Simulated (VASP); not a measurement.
The system is MnHg.

```
Mn Hg
1.0
     3.28800    0.00000    0.00000
     0.00000    3.28800    0.00000
     0.00000    0.00000    3.31300
Mn Hg
1 1
Direct
  0.49984 0.48547 0.49635
  0.98684 0.97986 0.01979
```

- Program: VASP 6.6.1
- Task: relaxation of the atoms
- Functional: PBE
- Potentials or basis: VASP PAW PBE potentials, release 64 (Mn_pv, Hg)
- Cutoff: 520 eV
- k mesh: 7 × 7 × 7
- Occupations: fermi-dirac, width 0.05 eV
- Spin: collinear spin, ferromagnetic start
- Starting moments: [4.0, 0.0] μB

At the start: pressure 2.8 GPa; volume 17.91 Å³/atom.

How do energy, volume and symmetry change on relaxing?

Over 3 steps the energy falls by 7.5 meV/atom at a fixed cell; space group Cm (No. 8, to 0.1 Å) before, Pm-3m (No. 221, to 0.1 Å); moment 3.91 μB per cell.

The path:
| step | energy change (eV) | largest force (eV/Å) | pressure (GPa) |
| --- | --- | --- | --- |
| 1 | 0.0000 | 0.3338 | 2.78 |
| 2 | -0.0088 | 0.2129 | 2.63 |
| 3 | -0.0150 | 0.0061 | 2.48 |

Final structure:
```
Mn Hg
1.0
     3.28800    0.00000    0.00000
     0.00000    3.28800    0.00000
     0.00000    0.00000    3.31300
Mn Hg
1 1
Direct
  0.49348 0.48273 0.50788
  0.99320 0.98260 0.00826
```
